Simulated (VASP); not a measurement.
W: single point with PBE

W:

```
CELL_PARAMETERS angstrom
-1.57570 1.57570 1.57570
1.57570 -1.57570 1.57570
1.57570 1.57570 -1.57570
ATOMIC_POSITIONS crystal
W 0.00000 0.00000 0.00000
```

```json
{
  "Program": "VASP 6.6.1",
  "Task": "single point",
  "Functional": "PBE",
  "Potentials or basis": "VASP PAW PBE potentials, release 64 (W_sv)",
  "Cutoff": "520 eV",
  "k mesh": "12 × 12 × 12",
  "Occupations": "fermi-dirac, width 0.05 eV",
  "Spin": "no spin polarisation",
  "Dipole correction": "no",
  "Further INCAR settings": "ALGO = Normal; EDIFF = 1e-06; NBANDS = 13"
}
```

```
Pressure               : 10.7 GPa
Band gap on the k mesh : zero (band 7 reaches 16.89 eV, above the bottom of band 8 at 10.38 eV)
```

Levels at points of the mesh, in eV from the Fermi level:
```tsv
k point	band 3	band 4	band 5	band 6	band 7	band 8	band 9	band 10	band 11	band 12
(0.00, 0.00, 0.00)	-37.63	-37.63	-9.63	-1.17	-1.17	-1.17	2.37	2.37	14.62	14.62
(0.50, 0.00, 0.00)	-38.07	-37.64	-6.28	-3.55	0.80	2.27	3.27	6.35	11.37	11.60
(0.50, 0.50, 0.50)	-38.57	-38.57	-5.86	-5.86	5.34	5.34	5.34	8.43	8.43	8.43
```

Run time: 4.8 s on 1 thread of Intel(R) Xeon(R) 6975P-C (Granite Rapids), on a shared host, peak memory 0.13 GiB.

Caveat: spin-orbit coupling is left out, which moves the levels of the heavy elements.
